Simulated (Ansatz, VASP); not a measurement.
**CdTe: VASP beside Ansatz**

```xyz
2
Lattice="4.5326 0.0000 0.0000 2.2663 3.9253 0.0000 2.2663 1.3084 3.7008" Properties=species:S:1:pos:R:3 pbc="T T T"
Cd    0.0000    0.0000    0.0000
Te    2.2663    1.3084    0.9252
```

Alike in both runs: functional LDA; k mesh 5 × 5 × 5; no spin polarisation.

Ansatz relaxed the structure, and its values are those at the end. VASP's run is a single point on that final structure, the one shown.

|  | VASP | Ansatz |
| --- | --- | --- |
| version | VASP 6.6.1 | Ansatz 0.2.0 |
| potentials or method | VASP PAW LDA potentials, release 64 (Cd, Te) | plane waves, PAW |
| plane-wave cutoff (eV) | 500 | 420 |
| occupations | gaussian, width 0.01 eV | fixed |
| valence electrons in the cell | 18 | 36 |

Ansatz gave:

| Item | Value |
| --- | --- |
| pressure (GPa) | 0.0 |

What did VASP give for the same quantities?

Pressure (GPa): 0.3.

LDA's correlation is that of Perdew and Zunger in VASP and of Perdew and Wang (1992) in Ansatz. VASP's potentials hold 18 valence electrons a cell and Ansatz's 36, so a difference there can come from the potentials and not from the codes.

Neither program's run includes spin-orbit coupling.
